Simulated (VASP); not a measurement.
Here is a VASP 6.6.1 calculation.

INCAR

```
SYSTEM = ZnH3S
  PREC = Accurate
  ENCUT = 520
  EDIFF = 1E-6
  ISMEAR = 0
  SIGMA = 0.05
  LREAL = Auto
  LASPH = .True.
  NELM = 80
  ALGO = Normal
  ISIF = 2
  LWAVE = .False.
  LCHARG = .False.
  GGA = PE
  NBANDS = 58
```

File KPOINTS:

```
regular mesh
0
Gamma
  1 1 6
  0 0 0
```

File POSCAR:

```
ZnH3S
1.0
   14.8000000000      0.0000000000      0.0000000000
    0.0000000000     16.5000000000      0.0000000000
    0.0000000000      0.0000000000      5.5069164444
Zn S H
4 4 12
Direct
    0.6908759779      0.5000000000      0.7500000000
    0.4394827846      0.5000000000      0.2500000000
    0.4723915340      0.3354408502      0.6886147875
    0.4723915340      0.6645591498      0.8113852125
    0.5311121872      0.4249448193     -0.0213224140
    0.5311121872      0.5750551807      0.5213224140
    0.3567616852      0.4024249347      0.4698530782
    0.3567616852      0.5975750653      0.0301469218
    0.7013662422      0.4312394338      0.5629938184
    0.7013662422      0.5687605662      0.9370061816
    0.5709508034      0.3712163069      0.1305823763
    0.5709508034      0.6287836931      0.3694176237
    0.3243329178      0.4515373175      0.6462369739
    0.3197626904      0.2592541925      0.0426846686
    0.5093901011      0.2513621802      0.6231813191
    0.3417185548      0.2302595190      0.9555258550
    0.5093901011      0.7486378198      0.8768186809
    0.3417185548      0.7697404810      0.5444741450
    0.3243329178      0.5484626825      0.8537630261
    0.3197626904      0.7407458075      0.4573153314
```

Potentials or basis: VASP PAW PBE potentials, release 64 (Zn, S, H).

Launch:

```console
$ cat potpaw_PBE.64/Zn/POTCAR potpaw_PBE.64/S/POTCAR potpaw_PBE.64/H/POTCAR > POTCAR
$ mpirun -np 1 vasp_std > vasp.out
```

Task: What does it give for the band gap on the k mesh?

Result: 3.94 eV.

Task: What does it give for the largest force?

Result: 0.085 eV/Å.

Forces on the atoms (eV/Å):
```
Zn   0.003  0.000  0.000
Zn  -0.004  0.000  0.000
Zn  -0.010  0.003  0.000
Zn  -0.010 -0.003  0.000
S    0.049 -0.041  0.057
S    0.049  0.041 -0.057
S   -0.051  0.037  0.052
S   -0.051 -0.037 -0.052
H    0.003 -0.025 -0.023
H    0.003  0.025  0.023
H   -0.032  0.045 -0.047
H   -0.032 -0.045  0.047
H    0.032 -0.044 -0.055
H   -0.006  0.006  0.003
H    0.010 -0.024 -0.007
H    0.006 -0.006 -0.002
H    0.010  0.024  0.007
H    0.006  0.006  0.002
H    0.032  0.044  0.055
H   -0.006 -0.006 -0.003
```
